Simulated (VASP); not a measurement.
A run of VASP 6.6.1 is set up as follows.

The input INCAR:

```
PREC     = Accurate       # precision mode
ENCUT    = 520            # plane-wave cutoff, eV
EDIFF    = 1E-7           # SCF threshold, eV
ISMEAR   = -1             # smearing method
SIGMA    = 0.1            # smearing width, eV
LREAL    = False          # projectors in reciprocal space
LASPH    = True           # aspherical terms in the spheres
NELM     = 60             # most SCF steps
ALGO     = Normal         # electronic algorithm
ISIF     = 2              # what is computed and relaxed
LWAVE    = False          # write WAVECAR
LCHARG   = True           # write CHGCAR
LDIPOL   = True         
IDIPOL   = 3            
DIPOL    = 0.5 0.5 0.500
GGA      = PE             # functional
LELF     = True           # ELF
LVHAR    = True         
LVACPOTAV= True         
NBANDS   = 52             # bands
```

KPOINTS

```
Automatic mesh
0
Gamma
  12 8 1
```

The input POSCAR:

```
Ru5Rh
1.0
    2.7211623488      0.0000000000      0.0000000000
    0.0000000000      4.2959980363      0.0000000000
    0.0000000000      0.0000000000     21.4987000000
Ru Rh
5 1
Direct
    0.7500000000      0.7500000000      0.3782574067
    0.2500000000      0.2500000000      0.4083088338
    0.7500000000      0.2500000000      0.5171766075
    0.7500000000      0.7500000000      0.5916911660
    0.2500000000      0.2500000000      0.6217425933
    0.2500000000      0.7500000000      0.4828233927
```

Potentials or basis: VASP PAW PBE potentials, release 64 (Ru_pv, Rh_pv).

Command:

```sh
$ cat potpaw_PBE.64/Ru_pv/POTCAR potpaw_PBE.64/Rh_pv/POTCAR > POTCAR
$ mpirun -np 1 vasp_std > vasp.out
```

Task: Predict the largest force.

Result: 0.395 eV/Å.

Forces in eV/Å, atoms in the order of the input:
```
Ru   0.000  0.000 -0.395
Ru   0.000  0.000  0.077
Ru   0.000  0.000  0.030
Ru   0.000  0.000  0.151
Ru   0.000  0.000 -0.103
Rh   0.000  0.000  0.241
```
